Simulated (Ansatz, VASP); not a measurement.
# SnSe: VASP beside Ansatz

```
Sn Se
1.0
     0.00000    3.02993    3.02993
     3.02993    0.00000    3.02993
     3.02993    3.02993    0.00000
Sn Se
1 1
Direct
  0.00000 0.00000 0.00000
  0.50000 0.50000 0.50000
```

Change from the starting cell: volume scaled by 1.02, crystal datasets.

Alike in both runs: task electric field gradients; functional LDA; k mesh 9 × 9 × 9; occupations fermi-dirac, width 0.02 eV; no spin polarisation.

```csv
,VASP,Ansatz
version,VASP 6.6.1,Ansatz 0.2.0
potentials or method,"VASP PAW LDA potentials, release 64 (Sn_d, Se), cutoff 520 eV","all-electron PAW with datasets made for the crystal, scalar-relativistic"
```

|  | VASP | Ansatz | Ansatz less VASP |
| --- | --- | --- | --- |
| pressure (GPa) | -4.1 | -4.1 | -0.05 |

LDA's correlation is that of Perdew and Zunger in VASP and of Perdew and Wang (1992) in Ansatz. Ansatz ran all-electron here, and VASP with PAW potentials.
